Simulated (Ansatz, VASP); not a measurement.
# Two plane-wave programs on CO2

INCAR

```
SYSTEM = CO2
PREC = Accurate ; ENCUT = 1340
EDIFF = 1E-6 ; ISMEAR = 0
SIGMA = 0.05 ; LREAL = .FALSE.
LASPH = .TRUE. ; NELM = 120
ALGO = Normal ; ISIF = 2
LWAVE = .FALSE. ; LCHARG = .TRUE.
GGA = PE ; LELF = .TRUE.
LVHAR = .TRUE. ; NBANDS = 44
GGA_COMPAT = .FALSE.
```

Contents of KPOINTS:

```
regular mesh
0
G
  4 4 4
  0 0 0
```

POSCAR

```
CO2
1.0
    5.8572996757      0.0000000000      0.0000000000
    0.0000000000      5.8572996757      0.0000000000
    0.0000000000      0.0000000000      5.8572996757
C O
4 8
Direct
    0.0000000000      0.0000000000      0.0000000000
    0.5000000000      0.0000000000      0.5000000000
    0.5000000000      0.5000000000      0.0000000000
    0.0000000000      0.5000000000      0.5000000000
    0.1114834447      0.1114834447      0.1114834447
    0.3885165553      0.8885165553      0.6114834447
    0.6114834447      0.3885165553      0.8885165553
    0.8885165553      0.6114834447      0.3885165553
    0.8885165553      0.8885165553      0.8885165553
    0.6114834447      0.1114834447      0.3885165553
    0.3885165553      0.6114834447      0.1114834447
    0.1114834447      0.3885165553      0.6114834447
```

Input for Ansatz:

```yaml
crystal:
  lattice:
    - [5.8572996757, 0.0, 0.0]
    - [0.0, 5.8572996757, 0.0]
    - [0.0, 0.0, 5.8572996757]
  atoms:
    - { symbol: C, position: [0.0, 0.0, 0.0] }
    - { symbol: C, position: [0.5, 0.0, 0.5] }
    - { symbol: C, position: [0.5, 0.5, 0.0] }
    - { symbol: C, position: [0.0, 0.5, 0.5] }
    - { symbol: O, position: [0.1114834447, 0.1114834447, 0.1114834447] }
    - { symbol: O, position: [0.3885165553, 0.8885165553, 0.6114834447] }
    - { symbol: O, position: [0.6114834447, 0.3885165553, 0.8885165553] }
    - { symbol: O, position: [0.8885165553, 0.6114834447, 0.3885165553] }
    - { symbol: O, position: [0.8885165553, 0.8885165553, 0.8885165553] }
    - { symbol: O, position: [0.6114834447, 0.1114834447, 0.3885165553] }
    - { symbol: O, position: [0.3885165553, 0.6114834447, 0.1114834447] }
    - { symbol: O, position: [0.1114834447, 0.3885165553, 0.6114834447] }
basis:
  ecutwfc: 520.0
kpoints:
  mp_grid: { grid: [4, 4, 4] }
hamiltonian:
  xc: pbe
scf:
  occupations: { method: gaussian, width: 0.05 }
output:
  forces: true
  stress: true
  eigenvalues: true
```

Alike in both runs: task single point; functional PBE; k mesh 4 × 4 × 4; occupations gaussian, width 0.05 eV; no spin polarisation.

|  | VASP | Ansatz |
| --- | --- | --- |
| version | VASP 6.6.1 | Ansatz 0.2.0 |
| potentials or method | VASP PAW PBE potentials, release 64 (C_h, O_h), cutoff 1340 eV | scalar-relativistic, plane waves, PAW |
| valence electrons in the cell | 64 | 64 |

Ansatz gave:

* gap on the k mesh at the Fermi level (eV): 6.98
* least direct gap on the mesh (eV): 6.98
* pressure (GPa): 11.0
* rms of the force components (eV/Å): 2.111

Question: Estimate VASP's values.

Answer: gap on the k mesh at the Fermi level (eV): 6.98; least direct gap on the mesh (eV): 6.98; pressure (GPa): 10.9; rms of the force components (eV/Å): 2.141.

Atom by atom the forces differ by 0.030 eV/Å (rms over components). With one functional, cell and mesh, what is left measures potentials, basis and numerics.
